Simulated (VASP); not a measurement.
Write the native input for VASP 6.6.1 that does the following.

* Task: single point
* Functional: PBE
* Potentials or basis: VASP PAW PBE potentials, release 64 (Cs_sv, Br)
* Cutoff: 500 eV
* k mesh: 7 × 7 × 7
* Occupations: fermi-dirac, width 0.03 eV
* Spin: no spin polarisation
* Dipole correction: no
* Further INCAR settings: ALGO = Normal; EDIFF = 1e-06; NBANDS = 15

The structure of CsBr lies in POSCAR:

```
CsBr
1.0
    4.3256222200      0.0000000000      0.0000000000
    0.0000000000      4.3256222200      0.0000000000
    0.0000000000      0.0000000000      4.3256222200
Cs Br
1 1
Direct
    0.0000000000      0.0000000000      0.0000000000
    0.5000000000      0.5000000000      0.5000000000
```

The input as run:

INCAR

```
  PREC = Accurate
  ENCUT = 500
  EDIFF = 1E-6
  ISMEAR = -1
  SIGMA = 0.03
  LREAL = F
  LASPH = T
  NELM = 120
  ALGO = Normal
  ISIF = 2
  LWAVE = F
  LCHARG = T
  GGA = PE
  LELF = T
  LVHAR = T
  NBANDS = 15
  GGA_COMPAT = F
```

KPOINTS

```
Automatic mesh
0
Gamma
  7 7 7
```

Potentials or basis: VASP PAW PBE potentials, release 64 (Cs_sv, Br).

Run with:

```bash
$ cat potpaw_PBE.64/Cs_sv/POTCAR potpaw_PBE.64/Br/POTCAR > POTCAR
$ mpirun -np 1 vasp_std > vasp.out
```

Results of the run:

```yaml
Pressure: 0.7 GPa
Band_gap_on_the_k_mesh: 4.42 eV, direct
```

Caveat: spin-orbit coupling is left out, which moves the levels of the heavy elements.

Run time: 34 s on 1 thread of AMD EPYC 7R13, with other jobs on the host, peak memory 0.15 GiB.
